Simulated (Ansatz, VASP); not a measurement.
Se in VASP and in Ansatz

```
Se
1.0
     5.79242    3.34426    1.50528
    -5.79242    3.34426    1.50528
     0.00000   -6.68851    1.50528
Se
6
Direct
  0.28066 0.16251 0.91818
  0.91818 0.28066 0.16251
  0.16251 0.91818 0.28066
  0.71934 0.83749 0.08182
  0.08182 0.71934 0.83749
  0.83749 0.08182 0.71934
```

Change from the starting cell: volume scaled by 1.06.

Alike in both runs: task single point; functional PBEsol; k mesh 6 × 6 × 6; occupations fermi-dirac, width 0.01 eV; no spin polarisation.

|  | VASP | Ansatz |
| --- | --- | --- |
| version | VASP 6.6.1 | Ansatz 0.2.0 |
| potentials or method | VASP PAW PBE potentials, release 64 (Se), cutoff 520 eV | all-electron LAPW, scalar-relativistic |

|  | VASP | Ansatz | Ansatz less VASP |
| --- | --- | --- | --- |
| gap on the k mesh at the Fermi level (eV) | 1.03 | 1.04 | +0.011 |
| pressure (GPa) | -2.5 | -2.7 | -0.14 |
| traceless stress, the component that is largest in VASP (GPa) | 1.18 | 1.23 | +0.053 |
| rms of the force components (eV/Å) | 0.164 | 0.187 | +0.0237 |

VASP's potentials were made for PBE, not for PBEsol. Atom by atom the forces differ by 0.025 eV/Å (rms over components). Ansatz ran all-electron here, and VASP with PAW potentials.
